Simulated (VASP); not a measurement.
SrO: single point with LDA

The system is SrO.

```xyz
4
Lattice="3.5533 0.0000 0.0000 -1.7766 3.0772 0.0000 0.0000 0.0000 6.2173" Properties=species:S:1:pos:R:3 pbc="T T T"
Sr    1.7766    1.0257    4.6630
Sr    0.0000    2.0515    1.5543
O     0.0000    0.0000    3.1087
O     0.0000    0.0000    0.0000
```

- Program: VASP 6.6.1
- Task: single point
- Functional: LDA
- Potentials or basis: VASP PAW LDA potentials, release 64 (Sr_sv, O)
- Cutoff: 520 eV
- k mesh: 9 × 9 × 5
- Occupations: fermi-dirac, width 0.05 eV
- Spin: no spin polarisation

* Pressure: -5.0 GPa
* Band gap on the k mesh: 2.88 eV

Stress tensor (GPa, compression positive):
```
-4.67  0.00  0.00
 0.00 -4.67  0.00
 0.00  0.00 -5.60
```

Levels at points of the mesh, in eV from the valence-band top:
| k point | band 13 | band 14 | band 15 | band 16 | band 17 | band 18 | band 19 | band 20 |
| --- | --- | --- | --- | --- | --- | --- | --- | --- |
| (0.00, 0.00, 0.00) | -1.04 | -0.79 | -0.79 | 0.00 | 2.88 | 4.87 | 5.00 | 6.09 |

It took 99 s on 1 thread of Intel Xeon 8259CL (shared host), peak memory 0.19 GiB.

Caveat: the cell stands under tension. A k mesh can miss the band edges.
